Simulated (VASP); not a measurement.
Write the native input for VASP 6.6.1 that does the following.

* Task: single point
* Functional: PBE
* Potentials or basis: VASP PAW PBE potentials, release 64 (Ga_d)
* Cutoff: 520 eV
* k mesh: 24 × 24 × 1
* Occupations: fermi-dirac, width 0.15 eV
* Spin: no spin polarisation
* Dipole correction: yes
* Further INCAR settings: ALGO = Normal; EDIFF = 1e-06; NBANDS = 20

The structure of Ga lies in POSCAR:

```
Ga
1.0
    2.8153554133      0.0000000000      0.0000000000
   -1.4076777066      2.4381693086      0.0000000000
    0.0000000000      0.0000000000     28.4201729600
Ga
2
Direct
    0.0000000000      0.0000000000      0.3467734253
    0.0000000000      0.0000000000      0.2513932370
```

The input as run:

INCAR

```
SYSTEM = Ga
  PREC = Accurate
  ENCUT = 520
  EDIFF = 1E-6
  ISMEAR = -1
  SIGMA = 0.15
  LREAL = .FALSE.
  LASPH = .TRUE.
  NELM = 80
  ALGO = Normal
  ISIF = 2
  LWAVE = .FALSE.
  LCHARG = .FALSE.
  LDIPOL = .TRUE.
  IDIPOL = 3
  DIPOL = 0.5 0.5 0.299
  GGA = PE
  NBANDS = 20
```

KPOINTS

```
regular mesh
0
G
  24 24 1
  0 0 0
```

Potentials or basis: VASP PAW PBE potentials, release 64 (Ga_d).

Run with:

```bash
$ cat potpaw_PBE.64/Ga_d/POTCAR > POTCAR
$ mpirun -np 1 vasp_std > vasp.out
```

It gave:

The largest force is 0.005 eV/Å. The band gap on the k mesh is zero (bands 13 and 14 overlap by 2.43 eV).

It took 2.3 min on 1 thread of Intel(R) Xeon(R) 6975P-C (Granite Rapids), with other jobs on the host, peak memory 0.45 GiB.
